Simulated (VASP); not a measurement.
# Si (Pm-3m) in VASP: a series of runs, part 2 of 2

VASP 6.6.1. The steps go on from the part before.

### Step 4. Single point, LDA (volume scaled by 0.68)

INCAR

```
PREC     = Accurate       # precision mode
ENCUT    = 520            # plane-wave cutoff, eV
EDIFF    = 1E-6           # SCF threshold, eV
ISMEAR   = -1             # smearing method
SIGMA    = 0.1            # smearing width, eV
LREAL    = F              # projectors in reciprocal space
LASPH    = T              # aspherical terms in the spheres
NELM     = 80             # most SCF steps
ALGO     = Normal         # electronic algorithm
ISIF     = 2              # what is computed and relaxed
LWAVE    = F              # write WAVECAR
LCHARG   = F              # write CHGCAR
GGA      = CA             # functional
NBANDS   = 8              # bands
```

KPOINTS

```
regular mesh
0
Gamma
  16 16 16
```

POSCAR

```
Si
1.0
    2.1990327542      0.0000000000      0.0000000000
    0.0000000000      2.1990327542      0.0000000000
    0.0000000000      0.0000000000      2.1990327542
Si
1
Direct
    0.0000000000      0.0000000000      0.0000000000
```

Potentials or basis: VASP PAW LDA potentials, release 64 (Si).

Run with:

```console
$ cat potpaw_LDA.64/Si/POTCAR > POTCAR
$ mpirun -np 1 vasp_std > vasp.out
```

OUTCAR:

```text
PREC = Accurate
   ENCUT = 520
   EDIFF = 1E-6
   ISMEAR = -1
   LREAL = F
   LASPH = T
   NELM = 80
   ISIF = 2
   GGA = CA

 ion  position               nearest neighbor table
   1  0.000  0.000  0.000-

  LATTYP: Found a simple cubic cell.
 ALAT       =     2.1990327542

  Lattice vectors:

 A1 = (   2.1990327542,   0.0000000000,   0.0000000000)
 A2 = (   0.0000000000,   2.1990327542,   0.0000000000)
 A3 = (   0.0000000000,   0.0000000000,   2.1990327542)

Analysis of symmetry for initial positions (statically):
=====================================================================
 Subroutine PRICEL returns:
 Original cell was already a primitive cell.

 Routine SETGRP: Setting up the symmetry group for a
 simple cubic supercell.

 Subroutine GETGRP returns: Found 48 space group operations
 (whereof 48 operations were pure point group operations)
 out of a pool of 48 trial point group operations.

The static configuration has the point symmetry O_h .

Analysis of symmetry for dynamics (positions and initial velocities):
=====================================================================
 Subroutine PRICEL returns:
 Original cell was already a primitive cell.

 Routine SETGRP: Setting up the symmetry group for a
 simple cubic supercell.

 Subroutine GETGRP returns: Found 48 space group operations
 (whereof 48 operations were pure point group operations)
 out of a pool of 48 trial point group operations.

The dynamic configuration has the point symmetry O_h .

 Subroutine INISYM returns: Found 48 space group operations
 (whereof 48 operations are pure point group operations),
 and found     1 'primitive' translations

----------------------------------------------------------------------------------------

                                     Primitive cell

  volume of cell :      10.6340

[... 100 lines left out ...]
   EFERMI =   0.00;   METHOD = LEGACY
   ISMEAR =    -1;   SIGMA  =   0.10  broadening in eV -4-tet -1-fermi 0-gaus
   EFERMI_NEDOS =   21; number of points for ismear=-14 and -15
   IALGO  =     38    algorithm
   IMIX   =      4    mixing-type and parameters
     AMIX     =   0.40;   BMIX     =  1.00
     AMIX_MAG =   1.60;   BMIX_MAG =  1.00
  volume/ion in A,a.u.               =      10.63        71.76
  Fermi-wavevector in a.u.,A,eV,Ry     =   1.181761  2.233205 19.001352  1.396560
  Thomas-Fermi vector in A             =   2.318029
   LORBIT       =      0    0 simple, 1 ext, 2 COOP (PROOUT), +10 PAW based schemes
   GGA     = CA    functional components
   LHFCALC =     F    Hartree Fock is set to
   AEXX    =    0.0000 exact exchange contribution
   IVDW    =     0    specifies the selected vdW correction
   LEPSILON=     F    determine dielectric tensor
   LRPA    =     F    only Hartree local field effects (RPA)
 non-spin polarized calculation
  energy-cutoff  :      520.00
  volume of cell :       10.63
 maximum number of plane-waves:       300
   NGX =  9   NGY =  9   NGZ =  9

 number of electron       3.9999999 magnetization

 Free energy of the ion-electron system (eV)
  ---------------------------------------------------
  ext. energy  EPLUGINS =         0.00000000
  ---------------------------------------------------
  free energy    TOTEN  =        -4.63417195 eV

  energy without entropy =       -4.62450090  energy(sigma->0) =       -4.62933642

 E-fermi :  14.3575     XC(G=0): -12.4562

 val. band max:       14.3376458311   @ k =   0.2500   0.1875   0.1875
 cond. band min:      14.3637526116   @ k =   0.2500   0.2500   0.1875
 fundamental gap:      0.0261067805
 Fermi energy:        14.3574718208

 k-point     1 :       0.0000    0.0000    0.0000
  band No.  band energies     occupation
      1      -2.8921      2.00000
      2      21.8408      0.00000
      3      21.8408      0.00000
      4      25.1918      0.00000
      5      25.1918      0.00000
      6      25.1918      0.00000
      7      36.0553      0.00000
      8      45.3982      0.00000
[... 243 lines left out ...]
 k-point    24 :       0.5000    0.1250    0.0000
  band No.  band energies     occupation
      1       4.4960      2.00000
      2       5.1105      2.00000
      3      23.0481      0.00000
      4      26.5988      0.00000
      5      31.1453      0.00000
      6      31.6994      0.00000
      7      32.4302      0.00000
      8      36.5662      0.00000

 [... further k-points ...]
[... 5 lines left out ...]
  --------------------------------------------------------------------------------------
  -------------------------------------------------------------------------------------
  Total        6.1528839      6.1528839      6.1528839      0.0000000      0.0000000     -0.0000000
  in kB      927.0309004    927.0309004    927.0309004      0.0000000      0.0000000     -0.0000000
  external PRESSURE =     927.0309004 kB  Pullay stress =       0.0000000 kB

 VOLUME and BASIS-vectors are now :
 -----------------------------------------------------------------------------
  energy-cutoff  :      520.00
  volume of cell :       10.63
      direct lattice vectors                 reciprocal lattice vectors
     2.199032754  0.000000000  0.000000000     0.454745387  0.000000000  0.000000000
     0.000000000  2.199032754  0.000000000     0.000000000  0.454745387  0.000000000
     0.000000000  0.000000000  2.199032754     0.000000000  0.000000000  0.454745387

 POSITION                                       TOTAL-FORCE (eV/Angst)
 -----------------------------------------------------------------------------------
      0.00000      0.00000      0.00000         0.000000      0.000000      0.000000
 -----------------------------------------------------------------------------------
    total drift:                               -0.000000     -0.000000     -0.000000

  FREE ENERGIE OF THE ION-ELECTRON SYSTEM (eV)
  ---------------------------------------------------
  free  energy   TOTEN  =        -4.6341719460 eV

  energy  without entropy=       -4.6245008981  energy(sigma->0) =       -4.62933642
```

OSZICAR:

```text
N       E                     dE             d eps       ncg     rms          rms(c)
DAV:   1    -0.210547911023E+01   -0.21055E+01   -0.20356E+03  3128   0.394E+02
DAV:   2    -0.466726420578E+01   -0.25618E+01   -0.24373E+01  3752   0.317E+01
DAV:   3    -0.468001959404E+01   -0.12755E-01   -0.12750E-01  3016   0.230E+00
DAV:   4    -0.468003083301E+01   -0.11239E-04   -0.11238E-04  4136   0.709E-02
DAV:   5    -0.468003084011E+01   -0.71078E-08   -0.77452E-08  3064   0.104E-03    0.561E+00
DAV:   6    -0.465017222880E+01    0.29859E-01   -0.30629E-03  3304   0.304E-01    0.331E+00
DAV:   7    -0.463421905750E+01    0.15953E-01   -0.53338E-03  3096   0.418E-01    0.130E-01
DAV:   8    -0.463417209516E+01    0.46962E-04   -0.12958E-04  3192   0.728E-02    0.325E-02
DAV:   9    -0.463417194604E+01    0.14912E-06   -0.13172E-06  3664   0.812E-03
   1 F= -.46341719E+01 E0= -.46293364E+01  d E =-.967105E-02
```

stdout:

```text
POSCAR found type information on POSCAR Si
 POSCAR found :  1 types and       1 ions
 scaLAPACK will be used
 LDA part: xc-table for (Slater(with rela. corr.)+CA(PZ))
 , standard interpolation
 POSCAR, INCAR and KPOINTS ok, starting setup
 FFT: planning ... GRIDC
 FFT: planning ... GRID_SOFT
 FFT: planning ... GRID
 WAVECAR not read
 entering main loop
```

Wall time 4.2 s (1 thread of Intel Xeon Platinum 8488C (Sapphire Rapids), shared host); peak memory 0.11 GiB.

What came out:

- Free energy: -4.6342 eV
- Pressure: 92.7 GPa
- Band gap on the k mesh: zero (band 2 reaches 21.84 eV, above the bottom of band 3 at 11.99 eV)

### Step 5. Single point, LDA (volume scaled by 0.76)

INCAR

```
SYSTEM = Si
  PREC = Accurate
  ENCUT = 520
  EDIFF = 1E-7
  ISMEAR = -1
  SIGMA = 0.1
  LREAL = .False.
  LASPH = .True.
  NELM = 60
  ALGO = Normal
  ISIF = 2
  LWAVE = .False.
  LCHARG = .False.
  NBANDS = 8
```

KPOINTS

```
Automatic mesh
0
Gamma
  16 16 16
  0 0 0
```

POSCAR

```
Si
1.0
    2.2820925752      0.0000000000      0.0000000000
    0.0000000000      2.2820925752      0.0000000000
    0.0000000000      0.0000000000      2.2820925752
Si
1
Direct
    0.0000000000      0.0000000000      0.0000000000
```

Run with:

```console
$ cat potpaw_LDA.64/Si/POTCAR > POTCAR
$ mpirun -np 1 vasp_std > vasp.out
```

Wall time 7.2 s (1 thread of Intel Xeon Platinum 8488C (Sapphire Rapids), shared host); peak memory 0.11 GiB.

Results (log left out):

| Quantity | Value |
| --- | --- |
| Free energy | -5.1925 eV |
| Pressure | 53.2 GPa |
| Band gap on the k mesh | zero (band 2 reaches 20.04 eV, above the bottom of band 3 at 9.84 eV) |

Levels at points of the mesh, in eV from the Fermi level:
```csv
k point,band 1,band 2,band 3,band 4,band 5,band 6,band 7
"(0.00, 0.00, 0.00)",-16.06,7.50,7.50,9.88,9.88,9.88,19.89
"(0.50, 0.00, 0.00)",-9.82,-8.76,10.82,14.82,14.82,16.27,16.27
"(0.50, 0.50, 0.00)",-3.80,-3.80,-2.70,-0.07,19.62,19.62,19.85
"(0.50, 0.50, 0.50)",0.97,0.97,0.97,4.51,4.51,4.51,8.45
```

### Step 6. The runs side by side

```tsv
cell	gap on the mesh (eV)	pressure (GPa)
a = 2.109 Å, 1 atom	none	154.5
a = 2.199 Å, 1 atom	none	92.7
a = 2.282 Å, 1 atom	none	53.2
```

Alike in all rows: task single point; level LDA; potentials or basis VASP PAW LDA potentials, release 64 (Si); no spin polarisation; k mesh 16 × 16 × 16; cutoff (eV) 520; smearing fermi-dirac 0.1 eV.

Total energies depend on the potentials used, so only differences within one code and one set of settings carry meaning.
